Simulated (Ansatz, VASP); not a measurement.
**Two plane-wave programs on AlGa3N4**

```
Al Ga N
1.0
     4.67621    0.00000    0.00000
     0.00000    4.46758    0.00000
     0.00000    0.00000    4.46758
Al Ga N
1 3 4
Cartesian
  0.0000 0.0000 0.0000
  2.3381 2.2338 0.0000
  2.3381 0.0000 2.2338
  0.0000 2.2338 2.2338
  3.5308 3.3732 1.0943
  3.5308 1.0943 3.3732
  1.1455 3.3732 3.3732
  1.1455 1.0943 1.0943
```

Change from the starting cell: mode 4 frozen in at +0.000 Å, normal strain along x +0.0467.

Alike in both runs: task single point; functional PBEsol; k mesh 6 × 6 × 6; occupations gaussian, width 0.05 eV; no spin polarisation.

|  | VASP | Ansatz |
| --- | --- | --- |
| version | VASP 6.6.1 | Ansatz 0.2.0 |
| potentials or method | VASP PAW PBE potentials, release 64 (Al, Ga_d, N), cutoff 520 eV | scalar-relativistic, plane waves, PAW |
| valence electrons in the cell | 62 | 62 |

|  | VASP | Ansatz | Ansatz less VASP |
| --- | --- | --- | --- |
| gap on the k mesh at the Fermi level (eV) | 1.91 | 1.90 | -0.013 |
| least direct gap on the mesh (eV) | 1.91 | 1.90 | -0.013 |
| pressure (GPa) | -8.2 | -8.0 | +0.14 |
| traceless stress, the component that is largest in VASP (GPa) | -4.36 | -4.33 | +0.023 |
| rms of the force components (eV/Å) | 0.016 | 0.016 | -0.0003 |

VASP's potentials were made for PBE, not for PBEsol, and Ansatz warns of the same on its side. Atom by atom the forces differ by 0.003 eV/Å (rms over components). With one functional, cell and mesh, what is left measures potentials, basis and numerics.
